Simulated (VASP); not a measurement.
Here is a VASP 6.6.1 calculation.

The input INCAR:

```
  ALGO = Normal
  EDIFF = 1E-7
  EDIFFG = -0.03
  ENCUT = 500
  GGA = PE
  GGA_COMPAT = False
  IBRION = 2
  ISIF = 3
  ISMEAR = 1
  LASPH = True
  LCHARG = False
  LREAL = False
  LWAVE = False
  NELM = 120
  NELMIN = 4
  NSW = 80
  PREC = Accurate
  PSTRESS = 100.0
  SIGMA = 0.05
```

The input KPOINTS:

```
k-points
0
Gamma
  8 8 8
```

Contents of POSCAR:

```
TiB2
1.0
    0.0000000000      2.3800000000      2.3800000000
    2.3800000000      0.0000000000      2.3800000000
    2.3800000000      2.3800000000      0.0000000000
Ti B
1 2
Direct
    0.0000000000      0.0000000000      0.0000000000
    0.2500000000      0.2500000000      0.2500000000
    0.7500000000      0.7500000000      0.7500000000
```

Potentials or basis: VASP PAW PBE potentials, release 64 (Ti_sv, B).

The run is started by

```bash
$ cat potpaw_PBE.64/Ti_sv/POTCAR potpaw_PBE.64/B/POTCAR > POTCAR
$ mpirun -np 1 vasp_std > vasp.out
```

(1) Predict the space group after relaxing (to 0.1 Å).

(2) What does it give for the relaxed cell?

Results:

(1) Fm-3m (No. 225).

(2) a = 3.532 Å, b = 3.532 Å, c = 3.532 Å, α = 60.00°, β = 60.00°, γ = 60.00°.
